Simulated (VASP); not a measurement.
# Sn5Ge (P-3m1) in VASP: a series of runs, part 2 of 2

VASP 6.6.1. The steps go on from the part before.

## Step 5: Single point, PBE

This run uses another cell than the first one, of 26.76 Å³/atom.

INCAR reads:

```
SYSTEM = Sn5Ge
  PREC = Accurate
  ENCUT = 520
  EDIFF = 1E-6
  ISMEAR = 0
  SIGMA = 0.1
  LREAL = .False.
  LASPH = .True.
  NELM = 100
  ALGO = Fast
  ISIF = 2
  LWAVE = .False.
  LCHARG = .False.
  GGA = PE
  NBANDS = 51
```

KPOINTS reads:

```
regular mesh
0
Gamma
  12 12 4
  0 0 0
```

POSCAR reads:

```
Sn5Ge
1.0
    3.4153632306      0.0000000000      0.0000000000
   -1.7076816153      2.9577913208      0.0000000000
    0.0000000000      0.0000000000     15.8938803628
Sn Ge
5 1
Direct
    0.6666666667      0.3333333333      0.6492008800
    0.3333333333      0.6666666667      0.3507991200
    0.6666666667      0.3333333333      0.1695729224
    0.0000000000      0.0000000000      0.0000000000
    0.3333333333      0.6666666667      0.8304270776
    0.0000000000      0.0000000000      0.5000000000
```

Potentials or basis: VASP PAW PBE potentials, release 64 (Sn_d, Ge_d).

Command:

```bash
$ cat potpaw_PBE.64/Sn_d/POTCAR potpaw_PBE.64/Ge_d/POTCAR > POTCAR
$ mpirun -np 1 vasp_std > vasp.out
```

OUTCAR:

```text
SYSTEM = Sn5Ge
   PREC = Accurate
   ENCUT = 520
   EDIFF = 1E-6
   ISMEAR = 0
   LREAL = .False.
   LASPH = .True.
   NELM = 100
   ISIF = 2
   GGA = PE

 ion  position               nearest neighbor table
   1  0.667  0.333  0.649-   6 3.08   6 3.08   6 3.08   5 3.49   5 3.49   5 3.49
   2  0.333  0.667  0.351-   6 3.08   6 3.08   6 3.08   3 3.49   3 3.49   3 3.49
   3  0.667  0.333  0.170-   4 3.34   4 3.34   4 3.34   2 3.49   2 3.49   2 3.49
   4  0.000  0.000  0.000-   3 3.34   5 3.34   5 3.34   3 3.34   3 3.34   5 3.34
   5  0.333  0.667  0.830-   4 3.34   4 3.34   4 3.34   1 3.49   1 3.49   1 3.49
   6  0.000  0.000  0.500-   1 3.08   2 3.08   2 3.08   1 3.08   1 3.08   2 3.08

  LATTYP: Found a hexagonal cell.
 ALAT       =     3.4153632306
 C/A-ratio  =     4.6536427576

  Lattice vectors:

 A1 = (   3.4153632306,   0.0000000000,   0.0000000000)
 A2 = (  -1.7076816153,   2.9577913208,   0.0000000000)
 A3 = (   0.0000000000,   0.0000000000,  15.8938803628)

Analysis of symmetry for initial positions (statically):
=====================================================================
 Subroutine PRICEL returns:
 Original cell was already a primitive cell.

 Routine SETGRP: Setting up the symmetry group for a
 hexagonal supercell.

 Subroutine GETGRP returns: Found 12 space group operations
 (whereof 12 operations were pure point group operations)
 out of a pool of 24 trial point group operations.

The static configuration has the point symmetry D_3d.

Analysis of symmetry for dynamics (positions and initial velocities):
=====================================================================
 Subroutine PRICEL returns:
 Original cell was already a primitive cell.

 Routine SETGRP: Setting up the symmetry group for a
 hexagonal supercell.

 Subroutine GETGRP returns: Found 12 space group operations
 (whereof 12 operations were pure point group operations)
 out of a pool of 24 trial point group operations.

The dynamic configuration has the point symmetry D_3d.
[... 130 lines left out ...]
  Thomas-Fermi vector in A             =   2.449056
   LORBIT       =      0    0 simple, 1 ext, 2 COOP (PROOUT), +10 PAW based schemes
   GGA     = PE    functional components
   LHFCALC =     F    Hartree Fock is set to
   AEXX    =    0.0000 exact exchange contribution
   IVDW    =     0    specifies the selected vdW correction
   LEPSILON=     F    determine dielectric tensor
   LRPA    =     F    only Hartree local field effects (RPA)
 non-spin polarized calculation
 RMM-DIIS sequential band-by-band and
 Gauss-broadening in eV      SIGMA  =   0.10
  energy-cutoff  :      520.00
  volume of cell :      160.56
 maximum number of plane-waves:      4355
 NGX is ok and might be reduce to    28
   NGX = 13   NGY = 13   NGZ = 59

 number of electron      83.9999996 magnetization

 Free energy of the ion-electron system (eV)
  ---------------------------------------------------
  ext. energy  EPLUGINS =         0.00000000
  ---------------------------------------------------
  free energy    TOTEN  =       -23.02180626 eV

  energy without entropy =      -23.00573082  energy(sigma->0) =      -23.01376854

 E-fermi :   7.5485     XC(G=0): -10.3011

 val. band max:        7.5424348233   @ k =   0.4167   0.1667   0.0000
 cond. band min:       7.5709509240   @ k =   0.2500   0.1667   0.0000
 fundamental gap:      0.0285161007
 Fermi energy:         7.5484747891

 k-point     1 :       0.0000    0.0000    0.0000
  band No.  band energies     occupation
      1     -17.1875      2.00000
      2     -17.1875      2.00000
      3     -17.1731      2.00000
      4     -17.1653      2.00000
      5     -17.1653      2.00000
      6     -14.0315      2.00000
[... 1285 lines left out ...]
     50      13.2364      0.00000
     51      13.6627      0.00000

 [... further k-points ...]

------------------------ aborting loop because EDIFF is reached ----------------------------------------

  FORCE on cell =-STRESS in cart. coord.  units (eV):
  Direction    XX          YY          ZZ          XY          YZ          ZX
  --------------------------------------------------------------------------------------
  -------------------------------------------------------------------------------------
  Total        0.0000876      0.0000876     -0.0171375      0.0000000      0.0000000      0.0000000
  in kB        0.0008743      0.0008743     -0.1710105      0.0000000      0.0000000      0.0000000
  external PRESSURE =      -0.0564207 kB  Pullay stress =       0.0000000 kB

 VOLUME and BASIS-vectors are now :
 -----------------------------------------------------------------------------
  energy-cutoff  :      520.00
  volume of cell :      160.56
      direct lattice vectors                 reciprocal lattice vectors
     3.415363231  0.000000000  0.000000000     0.292794626  0.169045056  0.000000000
    -1.707681615  2.957791321  0.000000000     0.000000000  0.338090112  0.000000000
     0.000000000  0.000000000 15.893880363     0.000000000  0.000000000  0.062917298

 POSITION                                       TOTAL-FORCE (eV/Angst)
 -----------------------------------------------------------------------------------
      1.70768      0.98593     10.31832         0.000000      0.000000      0.002704
     -0.00000      1.97186      5.57556         0.000000     -0.000000     -0.002704
      1.70768      0.98593      2.69517        -0.000000     -0.000000      0.005603
      0.00000      0.00000      0.00000         0.000000      0.000000      0.000000
     -0.00000      1.97186     13.19871         0.000000      0.000000     -0.005603
      0.00000      0.00000      7.94694         0.000000      0.000000      0.000000
 -----------------------------------------------------------------------------------
    total drift:                                0.000000     -0.000000      0.000000

  FREE ENERGIE OF THE ION-ELECTRON SYSTEM (eV)
  ---------------------------------------------------
  free  energy   TOTEN  =       -23.0218062568 eV

  energy  without entropy=      -23.0057308236  energy(sigma->0) =      -23.01376854
```

OSZICAR:

```text
N       E                     dE             d eps       ncg     rms          rms(c)
DAV:   1     0.923892233614E+03    0.92389E+03   -0.40924E+04  7666   0.301E+03
DAV:   2     0.150238939919E+03   -0.77365E+03   -0.75678E+03  7038   0.784E+02
[... 12 lines left out ...]
RMM:  15    -0.230218025701E+02   -0.12697E-04   -0.12312E-04  7826   0.392E-02    0.178E-02
RMM:  16    -0.230218045226E+02   -0.19525E-05   -0.56683E-05  7768   0.272E-02    0.122E-02
RMM:  17    -0.230218095467E+02   -0.50240E-05   -0.35827E-05  7670   0.206E-02    0.172E-02
RMM:  18    -0.230218077937E+02    0.17530E-05   -0.15555E-05  7523   0.174E-02    0.106E-02
RMM:  19    -0.230218053375E+02    0.24562E-05   -0.15958E-05  9185   0.243E-02    0.129E-02
RMM:  20    -0.230218062568E+02   -0.91926E-06   -0.62669E-06  7210   0.110E-02
   1 F= -.23021806E+02 E0= -.23013769E+02  d E =-.160754E-01
```

Run time: 17 min. Hardware: 1 thread of Intel Xeon 8259CL, shared host; peak memory 0.56 GiB.

What came out:

- Free energy: -23.0218 eV
- Pressure: 0.0 GPa
- Largest force: 0.006 eV/Å
- Band gap on the k mesh: zero (bands 42 and 43 overlap by 5.94 eV)

Forces on the atoms (eV/Å):
```
Sn   0.000  0.000  0.003
Sn   0.000  0.000 -0.003
Sn   0.000  0.000  0.006
Sn   0.000  0.000  0.000
Sn   0.000  0.000 -0.006
Ge   0.000  0.000  0.000
```

Caveat: spin-orbit coupling is left out, which moves the levels of the heavy elements.

## Step 6: The runs side by side

```tsv
task	cell	k mesh	cutoff (eV)	gap on the mesh (eV)	pressure (GPa)	largest force (eV/Å)
single point	a = 3.351, b = 3.351, c = 16.416 Å, angles 90.0, 90.0, 120.0°, 6 atoms, atomic positions A	6 × 6 × 1	520	none	1.0	0.55
single point	a = 3.454, b = 3.454, c = 15.773 Å, angles 90.0, 90.0, 120.0°, 6 atoms, atomic positions B	6 × 6 × 1	520	none	0.0	0.01
relaxation of cell and atoms	relaxed from a = 3.351, b = 3.351, c = 16.416 Å, angles 90.0, 90.0, 120.0°, 6 atoms, atomic positions A	6 × 6 × 1	600	none	0.0	0.03
single point	a = 3.415, b = 3.415, c = 15.894 Å, angles 90.0, 90.0, 120.0°, 6 atoms, atomic positions C	12 × 12 × 4	520	none	0.0	0.01
```

Alike in all rows: level PBE; potentials or basis VASP PAW PBE potentials, release 64 (Sn_d, Ge_d); no spin polarisation; smearing gaussian 0.1 eV.

Caveats: some runs use coarse meshes; spin-orbit coupling is left out, which moves the levels of the heavy elements.

Total energies depend on the potentials used, so only differences within one code and one set of settings carry meaning.

The gap in the log of VASP goes by the Fermi energy; the results here count the filled bands.